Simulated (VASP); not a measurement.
Input of a VASP 6.6.1 run:

Contents of INCAR:

```
SYSTEM = ZnS
ALGO = Normal
EDIFF = 1E-6
ENCUT = 400
GGA = PE
GGA_COMPAT = .FALSE.
ISIF = 2
ISMEAR = -1
ISYM = -1
LASPH = .TRUE.
LCHARG = .FALSE.
LREAL = Auto
LWAVE = .FALSE.
NBANDS = 86
NELM = 120
PREC = Accurate
SIGMA = 0.2241
```

Contents of KPOINTS:

```
explicit points
4
Reciprocal
  0.25000000   0.25000000   0.25000000 2
  0.25000000   0.25000000   0.75000000 2
  0.25000000   0.75000000   0.25000000 2
  0.25000000   0.75000000   0.75000000 2
```

POSCAR

```
ZnS
1.0
   -5.5839128285      5.5839128285      0.0000000000
   -5.5839128285      0.0000000000      5.5839128285
    0.0000000000      5.5839128285      5.5839128285
Zn S
8 8
Direct
    0.0205241385      0.0256563819     -0.0483503250
    0.5464052885      0.0189948345     -0.0294838951
    0.0320946092      0.4733314400      0.0026066847
   -0.0249155036      0.0872544065      0.4553982267
    0.6269704789      0.4984507433     -0.0980549870
    0.4936291244     -0.0102700385      0.5591632778
    0.0325584416      0.5849085758      0.3706383970
    0.4939448528      0.5435652549      0.4227911632
    0.7055793350      0.6344172283      0.0654421928
    0.2295299979      0.6569652164      0.0094690769
    0.6815886309      0.1647492589      0.0553240191
    0.6687222947      0.6740755301      0.5219936431
    0.1765451092      0.0666814672      0.1420528086
    0.1391695257      0.6804935207      0.5668708659
    0.6195426229      0.1931237168      0.5748001623
    0.1268758166      0.1976942574      0.6013606593
```

Potentials or basis: VASP PAW PBE potentials, release 64 (Zn, S).

Run with:

```sh
$ cat potpaw_PBE.64/Zn/POTCAR potpaw_PBE.64/S/POTCAR > POTCAR
$ mpirun -np 1 vasp_std > vasp.out
```

Task: Predict the pressure.

Result: -3.0 GPa.

Task: Estimate the band gap on the k mesh.

Result: 1.73 eV.

Task: Estimate the largest force.

Result: 2.513 eV/Å.

Stress tensor (GPa, compression positive):
```
-2.73  0.66  1.58
 0.66 -3.36 -0.99
 1.58 -0.99 -2.80
```

Caveat: the atoms stand as in a frame of molecular dynamics; a shifted mesh leaves out Γ, where band edges can lie; forces of over 1 eV/Å act on the atoms, so gaps and moduli don't describe the material at rest. A k mesh can miss the band edges.
